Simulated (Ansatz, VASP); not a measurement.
Hg in VASP and in Ansatz

INCAR

```
SYSTEM = Hg
PREC = Accurate ; ENCUT = 500
EDIFF = 1E-6 ; ISMEAR = -4
SIGMA = 0.1 ; LREAL = .FALSE.
LASPH = .TRUE. ; NELM = 120
ALGO = Normal ; ISIF = 2
LWAVE = .FALSE. ; LCHARG = .FALSE.
GGA = PE ; NBANDS = 12
GGA_COMPAT = .FALSE.
```

KPOINTS

```
Automatic mesh
0
G
  8 8 8
  0 0 0
```

POSCAR

```
Hg
1.0
    0.0000000000      2.3919113801      2.3919113801
    2.3919113801      0.0000000000      2.3919113801
    2.3919113801      2.3919113801      0.0000000000
Hg
1
Direct
    0.0000000000      0.0000000000      0.0000000000
```

Input for Ansatz:

```yaml
crystal:
  lattice:
    - [0.0, 2.3919113801, 2.3919113801]
    - [2.3919113801, 0.0, 2.3919113801]
    - [2.3919113801, 2.3919113801, 0.0]
  atoms:
    - { symbol: Hg, position: [0.0, 0.0, 0.0] }
basis:
  ecutwfc: 420
kpoints:
  mp_grid: { grid: [8, 8, 8] }
hamiltonian:
  xc: pbe
scf:
  occupations: { method: tetrahedron_uncorrected }
  max_iter: 30
  convergence: { dr2_threshold: "1e-7 eV" }
output:
  forces: true
  stress: true
  eigenvalues: true
```

Alike in both runs: task single point; functional PBE; k mesh 8 × 8 × 8; no spin polarisation.

|  | VASP | Ansatz |
| --- | --- | --- |
| version | VASP 6.6.1 | Ansatz 0.2.0 |
| potentials or method | VASP PAW PBE potentials, release 64 (Hg), cutoff 500 eV | scalar-relativistic, plane waves, PAW |
| occupations | tetrahedron | tetrahedron-uncorrected |
| valence electrons in the cell | 12 | 20 |

Ansatz gave:

| Quantity | Value |
| --- | --- |
| gap on the k mesh at the Fermi level (eV) | none |
| pressure (GPa) | 2.3 |

Estimate VASP's values.

gap on the k mesh at the Fermi level (eV): none; pressure (GPa): 2.4.

A gap of «none» marks a metal or a gap that the smearing closes. VASP's potentials hold 12 valence electrons a cell and Ansatz's 20, so a difference there can come from the potentials and not from the codes. Ansatz's warnings: band table not solved further, stress scf threshold loose.

Neither program's run includes spin-orbit coupling.
